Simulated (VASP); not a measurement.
# Ti (Fm-3m) in VASP: single point with LDA

Aim: the single point of Ti with LDA.

All numbers are computed with VASP 6.6.1; they aren't measurements. Logs are shortened: lines on timing, memory, paths and dates and some standing lists are left out, and cuts for length are marked.

### 1 The cell of the first run

Symmetry: Fm-3m, No. 225, cubic system. Conventional cell: a = 6.610 Å, b = 6.610 Å, c = 6.610 Å, α = 90.00°, β = 90.00°, γ = 90.00°. Within 3.8 Å of Ti (site symmetry -43m) lie 10 Ti at 2.86 to 3.31 Å. Ti (site symmetry m-3m) has 8 Ti at 2.86 Å within 3.8 Å.

### 2 Single point, LDA

INCAR reads:

```
PREC = Accurate ; ENCUT = 500
EDIFF = 1E-6 ; ISMEAR = -1
SIGMA = 0.05 ; LREAL = F
LASPH = T ; NELM = 120
ALGO = Normal ; ISIF = 2
LWAVE = F ; LCHARG = F
GGA = CA ; NBANDS = 25
GGA_COMPAT = F
```

KPOINTS reads:

```
regular mesh
0
Gamma
  6 6 6
```

POSCAR reads:

```
Ti
1.0
    0.0000000000      3.3052000000      3.3052000000
    3.3052000000      0.0000000000      3.3052000000
    3.3052000000      3.3052000000      0.0000000000
Ti
3
Direct
    0.7500000000      0.7500000000      0.7500000000
    0.2500000000      0.2500000000      0.2500000000
    0.0000000000      0.0000000000      0.0000000000
```

Potentials or basis: VASP PAW LDA potentials, release 64 (Ti_sv).

On the command line:

```console
cat potpaw_LDA.64/Ti_sv/POTCAR > POTCAR
mpirun -np 1 vasp_std > vasp.out
```

OUTCAR:

```text
PREC = Accurate
   ENCUT = 500
   EDIFF = 1E-6
   ISMEAR = -1
   LREAL = F
   LASPH = T
   NELM = 120
   ISIF = 2
   GGA = CA

 ion  position               nearest neighbor table
   1  0.750  0.750  0.750-   3 2.86   3 2.86   3 2.86   3 2.86
   2  0.250  0.250  0.250-   3 2.86   3 2.86   3 2.86   3 2.86
   3  0.000  0.000  0.000-   1 2.86   2 2.86   1 2.86   1 2.86   1 2.86   2 2.86   2 2.86   2 2.86

  LATTYP: Found a face centered cubic cell.
 ALAT       =     6.6104000000

  Lattice vectors:

 A1 = (   0.0000000000,   3.3052000000,   3.3052000000)
 A2 = (   3.3052000000,   0.0000000000,   3.3052000000)
 A3 = (   3.3052000000,   3.3052000000,   0.0000000000)

Analysis of symmetry for initial positions (statically):
=====================================================================
 Subroutine PRICEL returns:
 Original cell was already a primitive cell.

 Routine SETGRP: Setting up the symmetry group for a
 face centered cubic supercell.

 Subroutine GETGRP returns: Found 48 space group operations
 (whereof 48 operations were pure point group operations)
 out of a pool of 48 trial point group operations.

The static configuration has the point symmetry O_h .

Analysis of symmetry for dynamics (positions and initial velocities):
=====================================================================
 Subroutine PRICEL returns:
 Original cell was already a primitive cell.

 Routine SETGRP: Setting up the symmetry group for a
 face centered cubic supercell.

 Subroutine GETGRP returns: Found 48 space group operations
 (whereof 48 operations were pure point group operations)
 out of a pool of 48 trial point group operations.

The dynamic configuration has the point symmetry O_h .

 Subroutine INISYM returns: Found 48 space group operations
 (whereof 48 operations are pure point group operations),
 and found     1 'primitive' translations

----------------------------------------------------------------------------------------

                                     Primitive cell

  volume of cell :      72.2143

  direct lattice vectors                    reciprocal lattice vectors
     0.000000000  3.305200000  3.305200000    -0.151276776  0.151276776  0.151276776
     3.305200000  0.000000000  3.305200000     0.151276776 -0.151276776  0.151276776
     3.305200000  3.305200000  0.000000000     0.151276776  0.151276776 -0.151276776
[... 73 lines left out ...]
   LSORBIT =      F    spin-orbit coupling
   LASPH  =      T    aspherical Exc in radial PAW
   ENCUT  =  500.0 eV  36.75 Ry    6.06 a.u.   8.52  8.52  8.52*2*pi/ulx,y,z
   NELM   =    120;   NELMIN=  2; NELMDL= -5     # of ELM steps
   EDIFF  = 0.1E-05   stopping-criterion for ELM
   LREAL  =      F    real-space projection
   EDIFFG = 0.1E-04   stopping-criterion for IOM
   NSW    =      0    number of steps for IOM
   IBRION =     -1    ionic relax: 0-MD 1-quasi-New 2-CG
   NFREE  =      0    steps in history (QN), initial steepest desc. (CG)
   ISIF   =      2    stress and relaxation
   ISYM   =      2    0-nonsym 1-usesym 2-fastsym
   POTIM  = 0.5000    time-step for ionic-motion
   TEBEG  =    0.0;   TEEND  =   0.0 temperature during run
   PSTRESS=    0.0 pullay stress
   NELECT =      36.0000    total number of electrons
   NUPDOWN=      -1.0000    fix difference up-down
   EMIN   =  10.00;   EMAX   =-10.00  energy-range for DOS
   EFERMI =   0.00;   METHOD = LEGACY
   ISMEAR =    -1;   SIGMA  =   0.05  broadening in eV -4-tet -1-fermi 0-gaus
   EFERMI_NEDOS =   21; number of points for ismear=-14 and -15
   IALGO  =     38    algorithm
   IMIX   =      4    mixing-type and parameters
     AMIX     =   0.40;   BMIX     =  1.00
     AMIX_MAG =   1.60;   BMIX_MAG =  1.00
  volume/ion in A,a.u.               =      24.07       162.44
  Fermi-wavevector in a.u.,A,eV,Ry     =   1.298079  2.453014 22.925954  1.685010
  Thomas-Fermi vector in A             =   2.429431
   LORBIT       =      0    0 simple, 1 ext, 2 COOP (PROOUT), +10 PAW based schemes
   GGA     = CA    functional components
   LHFCALC =     F    Hartree Fock is set to
   AEXX    =    0.0000 exact exchange contribution
   IVDW    =     0    specifies the selected vdW correction
   LEPSILON=     F    determine dielectric tensor
   LRPA    =     F    only Hartree local field effects (RPA)
 non-spin polarized calculation
  energy-cutoff  :      500.00
  volume of cell :       72.21
 maximum number of plane-waves:      1853
 NGX is ok and might be reduce to    36
   NGX = 17   NGY = 17   NGZ = 17

 number of electron      35.9999989 magnetization

 Free energy of the ion-electron system (eV)
  ---------------------------------------------------
  ext. energy  EPLUGINS =         0.00000000
  ---------------------------------------------------
  free energy    TOTEN  =       -21.93076181 eV

  energy without entropy =      -21.84538238  energy(sigma->0) =      -21.88807209

 E-fermi :   4.7319     XC(G=0): -10.1226

 val. band max:        4.7138464966   @ k =   0.5000   0.5000   0.0000
 cond. band min:       4.7772055188   @ k =  -0.3333   0.5000   0.1667
 fundamental gap:      0.0633590222
 Fermi energy:         4.7319023807

 k-point     1 :       0.0000    0.0000    0.0000
  band No.  band energies     occupation
      1     -51.5331      2.00000
      2     -51.4988      2.00000
      3     -50.9558      2.00000
      4     -28.1708      2.00000
      5     -28.1708      2.00000
      6     -28.1708      2.00000
[... 437 lines left out ...]
     24       6.4763      0.00000
     25       7.2070      0.00000

------------------------ aborting loop because EDIFF is reached ----------------------------------------

  FORCE on cell =-STRESS in cart. coord.  units (eV):
  Direction    XX          YY          ZZ          XY          YZ          ZX
  --------------------------------------------------------------------------------------
  -------------------------------------------------------------------------------------
  Total       -6.6755395     -6.6755395     -6.6755395      0.0000000     -0.0000000      0.0000000
  in kB     -148.1063654   -148.1063654   -148.1063654      0.0000000     -0.0000000      0.0000000
  external PRESSURE =    -148.1063654 kB  Pullay stress =       0.0000000 kB

 VOLUME and BASIS-vectors are now :
 -----------------------------------------------------------------------------
  energy-cutoff  :      500.00
  volume of cell :       72.21
      direct lattice vectors                 reciprocal lattice vectors
     0.000000000  3.305200000  3.305200000    -0.151276776  0.151276776  0.151276776
     3.305200000  0.000000000  3.305200000     0.151276776 -0.151276776  0.151276776
     3.305200000  3.305200000  0.000000000     0.151276776  0.151276776 -0.151276776

 POSITION                                       TOTAL-FORCE (eV/Angst)
 -----------------------------------------------------------------------------------
      4.95780      4.95780      4.95780        -0.000000      0.000000      0.000000
      1.65260      1.65260      1.65260         0.000000     -0.000000     -0.000000
      0.00000      0.00000      0.00000         0.000000     -0.000000     -0.000000
 -----------------------------------------------------------------------------------
    total drift:                                0.000000      0.000000      0.000000

  FREE ENERGIE OF THE ION-ELECTRON SYSTEM (eV)
  ---------------------------------------------------
  free  energy   TOTEN  =       -21.9307618133 eV

  energy  without entropy=      -21.8453823765  energy(sigma->0) =      -21.88807209
```

OSZICAR:

```text
N       E                     dE             d eps       ncg     rms          rms(c)
DAV:   1     0.412001072006E+03    0.41200E+03   -0.18314E+04   800   0.159E+03
DAV:   2     0.228117278514E+02   -0.38919E+03   -0.38370E+03   826   0.482E+02
DAV:   3    -0.206312214663E+02   -0.43443E+02   -0.42412E+02  1563   0.138E+02
DAV:   4    -0.246594999803E+02   -0.40283E+01   -0.39983E+01  1143   0.352E+01
DAV:   5    -0.248440088028E+02   -0.18451E+00   -0.18441E+00  1320   0.688E+00    0.113E+01
DAV:   6    -0.227393573024E+02    0.21047E+01   -0.24807E+01  1124   0.421E+01    0.811E+00
DAV:   7    -0.228017165396E+02   -0.62359E-01   -0.22465E+01  1190   0.214E+01    0.101E+01
DAV:   8    -0.219287950374E+02    0.87292E+00   -0.90744E+00  1109   0.134E+01    0.236E+00
DAV:   9    -0.219670130540E+02   -0.38218E-01   -0.92990E-01  1002   0.559E+00    0.168E+00
DAV:  10    -0.219330657068E+02    0.33947E-01   -0.16691E-01  1032   0.368E+00    0.542E-01
DAV:  11    -0.219308585162E+02    0.22072E-02   -0.33091E-02  1148   0.105E+00    0.103E-01
DAV:  12    -0.219307706174E+02    0.87899E-04   -0.11215E-03  1005   0.318E-01    0.459E-02
DAV:  13    -0.219307637893E+02    0.68281E-05   -0.15671E-04  1189   0.806E-02    0.129E-02
DAV:  14    -0.219307618695E+02    0.19198E-05   -0.17525E-05   989   0.254E-02    0.551E-03
DAV:  15    -0.219307618133E+02    0.56185E-07   -0.36748E-06   953   0.917E-03
   1 F= -.21930762E+02 E0= -.21888072E+02  d E =-.853794E-01
```

stdout:

```text
POSCAR found type information on POSCAR Ti
 POSCAR found :  1 types and       3 ions
 scaLAPACK will be used
 LDA part: xc-table for (Slater(with rela. corr.)+CA(PZ))
 , standard interpolation
 POSCAR, INCAR and KPOINTS ok, starting setup
 FFT: planning ... GRIDC
 FFT: planning ... GRID_SOFT
 FFT: planning ... GRID
 WAVECAR not read
 entering main loop
```

Wall time 39 s (1 thread of Intel Xeon Platinum 8488C (Sapphire Rapids), shared host); peak memory 0.17 GiB.

Results:

```yaml
Free_energy: -21.9308 eV
Pressure: -14.8 GPa
Band_gap_on_the_k_mesh: zero (band 18 reaches 4.83 eV, above the bottom of band 19 at 4.50 eV)
```
